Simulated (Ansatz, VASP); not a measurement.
Two plane-wave programs on KMgF3

Contents of INCAR:

```
SYSTEM = KMgF3
PREC = Accurate
ENCUT = 520
EDIFF = 1E-7
ISMEAR = 0
SIGMA = 0.05
LREAL = .FALSE.
LASPH = .TRUE.
NELM = 60
ALGO = Normal
ISIF = 2
LWAVE = .FALSE.
LCHARG = .TRUE.
GGA = PS
LELF = .TRUE.
LVHAR = .TRUE.
NBANDS = 24
```

KPOINTS

```
Automatic mesh
0
G
  6 6 6
  0 0 0
```

Contents of POSCAR:

```
KMgF3
1.0
    3.9859000000      0.0000000000      0.0000000000
    0.0000000000      3.9859000000      0.0000000000
    0.0000000000      0.0000000000      3.9859000000
K Mg F
1 1 3
Direct
    0.5000000000      0.5000000000      0.5000000000
    0.0000000000      0.0000000000      0.0000000000
    0.5000000000     -0.0110876273     -0.0110876273
    0.0000000000      0.4889123727     -0.0110876273
    0.0000000000     -0.0110876273      0.4889123727
```

Input for Ansatz:

```yaml
crystal:
  lattice:
    - [3.9859, 0.0, 0.0]
    - [0.0, 3.9859, 0.0]
    - [0.0, 0.0, 3.9859]
  atoms:
    - { symbol: K, position: [0.5, 0.5, 0.5] }
    - { symbol: Mg, position: [0.0, 0.0, 0.0] }
    - { symbol: F, position: [0.5, -0.0110876273, -0.0110876273] }
    - { symbol: F, position: [0.0, 0.4889123727, -0.0110876273] }
    - { symbol: F, position: [0.0, -0.0110876273, 0.4889123727] }
basis:
  ecutwfc: 420
kpoints:
  mp_grid: { grid: [6, 6, 6] }
hamiltonian:
  xc: pbesol
scf:
  occupations: { method: gaussian, width: 0.05 }
output:
  forces: true
  stress: true
  eigenvalues: true
  write_density: true
  write_potential: true
  elf: true
  volumetric_format: npy
```

Change from the starting cell: all F atoms moved +0.062 Å, as atom 3 towards its neighbour atom 1 (K) at 2.818 Å.

Alike in both runs: task single point; functional PBEsol; k mesh 6 × 6 × 6; occupations gaussian, width 0.05 eV; no spin polarisation.

```csv
,VASP,Ansatz
version,VASP 6.6.1,Ansatz 0.2.0
potentials or method,"VASP PAW PBE potentials, release 64 (K_sv, Mg, F), cutoff 520 eV","scalar-relativistic, plane waves, PAW"
valence electrons in the cell,32,40
```

Ansatz gave:

| Item | Value |
| --- | --- |
| gap on the k mesh at the Fermi level (eV) | 7.14 |
| least direct gap on the mesh (eV) | 7.47 |
| pressure (GPa) | 0.5 |
| traceless stress, the component that is largest in VASP (GPa) | -0.19 |
| rms of the force components (eV/Å) | 0.173 |

Estimate VASP's values.

gap on the k mesh at the Fermi level (eV): 7.12; least direct gap on the mesh (eV): 7.45; pressure (GPa): 0.1; traceless stress, the component that is largest in VASP (GPa): -0.19; rms of the force components (eV/Å): 0.175.

VASP's potentials were made for PBE, not for PBEsol. Atom by atom the forces differ by 0.003 eV/Å (rms over components). VASP's potentials hold 32 valence electrons a cell and Ansatz's 40, so a difference there can come from the potentials and not from the codes.
